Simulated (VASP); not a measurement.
# PbS (Pm-3m) in VASP: a series of runs, part 3 of 3

VASP 6.6.1. The steps go on from the part before.

### 5 Single point, PBE

This run uses another cell than the first one, of 24.39 Å³/atom, 1.097 times its volume.

File INCAR:

```
ALGO     = Normal         # electronic algorithm
EDIFF    = 1E-6           # SCF threshold, eV
ENCUT    = 500            # plane-wave cutoff, eV
GGA      = PE             # functional
GGA_COMPAT= F            
ISIF     = 2              # what is computed and relaxed
ISMEAR   = 0              # smearing method
LASPH    = T              # aspherical terms in the spheres
LCHARG   = F              # write CHGCAR
LREAL    = F              # projectors in reciprocal space
LWAVE    = F              # write WAVECAR
NBANDS   = 17             # bands
NELM     = 120            # most SCF steps
PREC     = Accurate       # precision mode
SIGMA    = 0.1            # smearing width, eV
```

File KPOINTS:

```
k-points
0
Gamma
  3 3 3
```

File POSCAR:

```
PbS
1.0
    3.6536590000      0.0000000000      0.0000000000
    0.0000000000      3.6536590000      0.0000000000
    0.0000000000      0.0000000000      3.6536590000
Pb S
1 1
Direct
    0.0000000000      0.0000000000      0.0000000000
    0.5000000000      0.5000000000      0.5000000000
```

Potentials or basis: VASP PAW PBE potentials, release 64 (Pb_d, S).

Launch:

```sh
$ cat potpaw_PBE.64/Pb_d/POTCAR potpaw_PBE.64/S/POTCAR > POTCAR
$ mpirun -np 1 vasp_std > vasp.out
```

OUTCAR:

```text
EDIFF = 1E-6
   ENCUT = 500
   GGA = PE
   ISIF = 2
   ISMEAR = 0
   LASPH = T
   LREAL = F
   NELM = 120
   PREC = Accurate

 ion  position               nearest neighbor table
   1  0.000  0.000  0.000-   2 3.16   2 3.16   2 3.16   2 3.16   2 3.16   2 3.16   2 3.16   2 3.16

   2  0.500  0.500  0.500-   1 3.16   1 3.16   1 3.16   1 3.16   1 3.16   1 3.16   1 3.16   1 3.16

  LATTYP: Found a simple cubic cell.
 ALAT       =     3.6536590000

  Lattice vectors:

 A1 = (   3.6536590000,   0.0000000000,   0.0000000000)
 A2 = (   0.0000000000,   3.6536590000,   0.0000000000)
 A3 = (   0.0000000000,   0.0000000000,   3.6536590000)

Analysis of symmetry for initial positions (statically):
=====================================================================
 Subroutine PRICEL returns:
 Original cell was already a primitive cell.

 Routine SETGRP: Setting up the symmetry group for a
 simple cubic supercell.

 Subroutine GETGRP returns: Found 48 space group operations
 (whereof 48 operations were pure point group operations)
 out of a pool of 48 trial point group operations.

The static configuration has the point symmetry O_h .

Analysis of symmetry for dynamics (positions and initial velocities):
=====================================================================
 Subroutine PRICEL returns:
 Original cell was already a primitive cell.

 Routine SETGRP: Setting up the symmetry group for a
 simple cubic supercell.

 Subroutine GETGRP returns: Found 48 space group operations
 (whereof 48 operations were pure point group operations)
 out of a pool of 48 trial point group operations.

The dynamic configuration has the point symmetry O_h .

 Subroutine INISYM returns: Found 48 space group operations
 (whereof 48 operations are pure point group operations),
 and found     1 'primitive' translations

----------------------------------------------------------------------------------------

                                     Primitive cell

  volume of cell :      48.7735

  direct lattice vectors                    reciprocal lattice vectors
     3.653659000  0.000000000  0.000000000     0.273698230  0.000000000  0.000000000
     0.000000000  3.653659000  0.000000000     0.000000000  0.273698230  0.000000000
     0.000000000  0.000000000  3.653659000     0.000000000  0.000000000  0.273698230

  length of vectors
     3.653659000  3.653659000  3.653659000     0.273698230  0.273698230  0.273698230

  position of ions in fractional coordinates (direct lattice)
     0.000000000  0.000000000  0.000000000
     0.500000000  0.500000000  0.500000000

  ion indices of the primitive-cell ions
   primitive index   ion index
                 1           1
                 2           2

----------------------------------------------------------------------------------------

 KPOINTS: k-points

Automatic generation of k-mesh.
 Grid dimensions read from file:
 generate k-points for:    3    3    3

 Generating k-lattice:

  Cartesian coordinates                     Fractional coordinates (reciprocal lattice)
     0.091232743  0.000000000  0.000000000     0.333333333  0.000000000  0.000000000
     0.000000000  0.091232743  0.000000000     0.000000000  0.333333333  0.000000000
     0.000000000  0.000000000  0.091232743     0.000000000  0.000000000  0.333333333

  Length of vectors
     0.091232743  0.091232743  0.091232743

  Shift w.r.t. Gamma in fractional coordinates (k-lattice)
     0.000000000  0.000000000  0.000000000

 Subroutine IBZKPT returns following result:
 ===========================================

 Found      4 irreducible k-points:

 Following reciprocal coordinates:
            Coordinates               Weight
  0.000000  0.000000  0.000000      1.000000
  0.333333  0.000000  0.000000      6.000000
  0.333333  0.333333  0.000000     12.000000
  0.333333  0.333333  0.333333      8.000000
   k-points           NKPTS =      4   k-points in BZ     NKDIM =      4   number of bands    NBANDS=     17
   number of dos      NEDOS =    301   number of ions     NIONS =      2
   total plane-waves  NPLWV =  21952
   dimension x,y,z NGX =    28 NGY =   28 NGZ =   28
   dimension x,y,z NGXF=    56 NGYF=   56 NGZF=   56
   ions per type =               1   1
   NGX,Y,Z   is equivalent  to a cutoff of  12.74, 12.74, 12.74 a.u.
   NGXF,Y,Z  is equivalent  to a cutoff of  25.48, 25.48, 25.48 a.u.
 SYSTEM =  unknown system
   PREC   = accura    normal or accurate (medium, high low for compatibility)
   ISTART =      0    job   : 0-new  1-cont  2-samecut
   ICHARG =      2    charge: 1-file 2-atom 10-const
   ISPIN  =      1    spin polarized calculation?
   LNONCOLLINEAR =      F non collinear calculations
   LSORBIT =      F    spin-orbit coupling
   LASPH  =      T    aspherical Exc in radial PAW
   ENCUT  =  500.0 eV  36.75 Ry    6.06 a.u.   6.66  6.66  6.66*2*pi/ulx,y,z
   NELM   =    120;   NELMIN=  2; NELMDL= -5     # of ELM steps
   EDIFF  = 0.1E-05   stopping-criterion for ELM
   LREAL  =      F    real-space projection
   EDIFFG = 0.1E-04   stopping-criterion for IOM
   NSW    =      0    number of steps for IOM
   IBRION =     -1    ionic relax: 0-MD 1-quasi-New 2-CG
   NFREE  =      0    steps in history (QN), initial steepest desc. (CG)
   ISIF   =      2    stress and relaxation
   ISYM   =      2    0-nonsym 1-usesym 2-fastsym
   POTIM  = 0.5000    time-step for ionic-motion
   TEBEG  =    0.0;   TEEND  =   0.0 temperature during run
   PSTRESS=    0.0 pullay stress
   NELECT =      20.0000    total number of electrons
   NUPDOWN=      -1.0000    fix difference up-down
   EMIN   =  10.00;   EMAX   =-10.00  energy-range for DOS
   EFERMI =   0.00;   METHOD = LEGACY
   ISMEAR =     0;   SIGMA  =   0.10  broadening in eV -4-tet -1-fermi 0-gaus
   EFERMI_NEDOS =   21; number of points for ismear=-14 and -15
   IALGO  =     38    algorithm
   IMIX   =      4    mixing-type and parameters
     AMIX     =   0.40;   BMIX     =  1.00
     AMIX_MAG =   1.60;   BMIX_MAG =  1.00
  volume/ion in A,a.u.               =      24.39       164.57
  Fermi-wavevector in a.u.,A,eV,Ry     =   1.216252  2.298383 20.126668  1.479268
  Thomas-Fermi vector in A             =   2.351612
   LORBIT       =      0    0 simple, 1 ext, 2 COOP (PROOUT), +10 PAW based schemes
   GGA     = PE    functional components
   LHFCALC =     F    Hartree Fock is set to
   AEXX    =    0.0000 exact exchange contribution
   IVDW    =     0    specifies the selected vdW correction
   LEPSILON=     F    determine dielectric tensor
   LRPA    =     F    only Hartree local field effects (RPA)
 non-spin polarized calculation
 Gauss-broadening in eV      SIGMA  =   0.10
  energy-cutoff  :      500.00
  volume of cell :       48.77
 maximum number of plane-waves:      1242
 NGX is ok and might be reduce to    28
   NGX = 13   NGY = 13   NGZ = 13

 number of electron      19.9999995 magnetization

 Free energy of the ion-electron system (eV)
  ---------------------------------------------------
  ext. energy  EPLUGINS =         0.00000000
  ---------------------------------------------------
  free energy    TOTEN  =        -8.27946846 eV

  energy without entropy =       -8.27946846  energy(sigma->0) =       -8.27946846

 E-fermi :   6.1605     XC(G=0): -10.1669

 val. band max:        5.6402202549   @ k =   0.3333   0.3333   0.0000
 cond. band min:       7.5429379071   @ k =   0.3333   0.3333   0.3333
 fundamental gap:      1.9027176523
 Fermi energy:         6.1604924562

 k-point     1 :       0.0000    0.0000    0.0000
  band No.  band energies     occupation
      1     -10.7929      2.00000
      2     -10.7929      2.00000
      3     -10.5820      2.00000
      4     -10.5820      2.00000
      5     -10.5820      2.00000
      6      -7.0209      2.00000
[... 9 lines left out ...]
     16      18.8525      0.00000
     17      18.8836      0.00000

 k-point     2 :       0.3333    0.0000    0.0000
  band No.  band energies     occupation
      1     -10.7855      2.00000
      2     -10.6761      2.00000
      3     -10.6253      2.00000
      4     -10.6253      2.00000
      5     -10.5777      2.00000
      6      -6.1849      2.00000
[... 9 lines left out ...]
     16      16.5488      0.00000
     17      18.8632      0.00000

 k-point     3 :       0.3333    0.3333    0.0000
  band No.  band energies     occupation
      1     -10.7279      2.00000
      2     -10.7037      2.00000
      3     -10.6193      2.00000
      4     -10.6172      2.00000
      5     -10.6024      2.00000
      6      -5.4975      2.00000
[... 9 lines left out ...]
     16      16.3703      0.00000
     17      18.0688      0.00000

 k-point     4 :       0.3333    0.3333    0.3333
  band No.  band energies     occupation
      1     -10.6912      2.00000
      2     -10.6721      2.00000
      3     -10.6721      2.00000
      4     -10.5981      2.00000
      5     -10.5981      2.00000
      6      -5.0751      2.00000
[... 9 lines left out ...]
     16      17.0724      0.00000
     17      21.4513      0.00000

------------------------ aborting loop because EDIFF is reached ----------------------------------------

  FORCE on cell =-STRESS in cart. coord.  units (eV):
  Direction    XX          YY          ZZ          XY          YZ          ZX
  --------------------------------------------------------------------------------------
  -------------------------------------------------------------------------------------
  Total       -0.1001116     -0.1001116     -0.1001116     -0.0000000     -0.0000000      0.0000000
  in kB       -3.2886004     -3.2886004     -3.2886004     -0.0000000     -0.0000000      0.0000000
  external PRESSURE =      -3.2886004 kB  Pullay stress =       0.0000000 kB

 VOLUME and BASIS-vectors are now :
 -----------------------------------------------------------------------------
  energy-cutoff  :      500.00
  volume of cell :       48.77
      direct lattice vectors                 reciprocal lattice vectors
     3.653659000  0.000000000  0.000000000     0.273698230  0.000000000  0.000000000
     0.000000000  3.653659000  0.000000000     0.000000000  0.273698230  0.000000000
     0.000000000  0.000000000  3.653659000     0.000000000  0.000000000  0.273698230

 POSITION                                       TOTAL-FORCE (eV/Angst)
 -----------------------------------------------------------------------------------
      0.00000      0.00000      0.00000         0.000000      0.000000      0.000000
      1.82683      1.82683      1.82683         0.000000      0.000000      0.000000
 -----------------------------------------------------------------------------------
    total drift:                               -0.000000      0.000000      0.000000

  FREE ENERGIE OF THE ION-ELECTRON SYSTEM (eV)
  ---------------------------------------------------
  free  energy   TOTEN  =        -8.2794684642 eV

  energy  without entropy=       -8.2794684642  energy(sigma->0) =       -8.27946846
```

It took 3.9 s on 1 thread of AMD EPYC 9R45 (Zen 5), shared host; peak memory 0.12 GiB.

Results:

```
Free energy            : -8.2795 eV
Pressure               : -0.3 GPa
Band gap on the k mesh : 1.90 eV, indirect (least direct gap 2.90 eV)
```

Levels at points of the mesh, in eV from the valence-band top:
```csv
k point,band 8,band 9,band 10,band 11,band 12,band 13
"(0.00, 0.00, 0.00)",-1.12,-1.12,-1.12,5.97,5.97,6.99
```

Caveat: the k points lie up to 0.57 Å⁻¹ apart; spin-orbit coupling is left out, which moves the levels of the heavy elements.

### 6 Single point, PBE

This run uses another cell than the first one, of 24.39 Å³/atom, 1.097 times its volume.

File INCAR:

```
ALGO = Normal
EDIFF = 1E-6
ENCUT = 500
GGA = PE
GGA_COMPAT = F
ISIF = 2
ISMEAR = 0
ISYM = 0
LASPH = T
LCHARG = F
LREAL = F
LWAVE = F
NBANDS = 17
NELM = 120
PREC = Accurate
SIGMA = 0.1
```

File KPOINTS:

```
k-points
0
Gamma
  2 4 1
```

POSCAR is that of step 5.

Potentials or basis: VASP PAW PBE potentials, release 64 (Pb_d, S).

Launch:

```sh
$ cat potpaw_PBE.64/Pb_d/POTCAR potpaw_PBE.64/S/POTCAR > POTCAR
$ mpirun -np 1 vasp_std > vasp.out
```

Wall time 4.9 s (1 thread of AMD EPYC 9R45 (Zen 5), shared host); peak memory 0.12 GiB.

The run converged, but its numbers aren't listed here, since they failed a check.

Caveat: the k points lie up to 1.72 Å⁻¹ apart; spin-orbit coupling is left out, which moves the levels of the heavy elements.

### 7 Summary

```csv
cell,k mesh,smearing,gap on the mesh (eV),pressure (GPa)
"a = 3.543 Å, 2 atoms",2 × 2 × 2,gaussian 0.1 eV,none,-0.1
"a = 3.654 Å, 2 atoms",2 × 2 × 2,gaussian 0.136057 eV,none,-3.5
"a = 3.654 Å, 2 atoms",3 × 3 × 3,gaussian 0.1 eV,1.90,-0.3
```

Alike in all rows: task single point; level PBE; potentials or basis VASP PAW PBE potentials, release 64 (Pb_d, S); no spin polarisation; cutoff (eV) 500.

Caveats: all runs use coarse meshes; spin-orbit coupling is left out, which moves the levels of the heavy elements.

Total energies depend on the potentials used, so only differences within one code and one set of settings carry meaning.
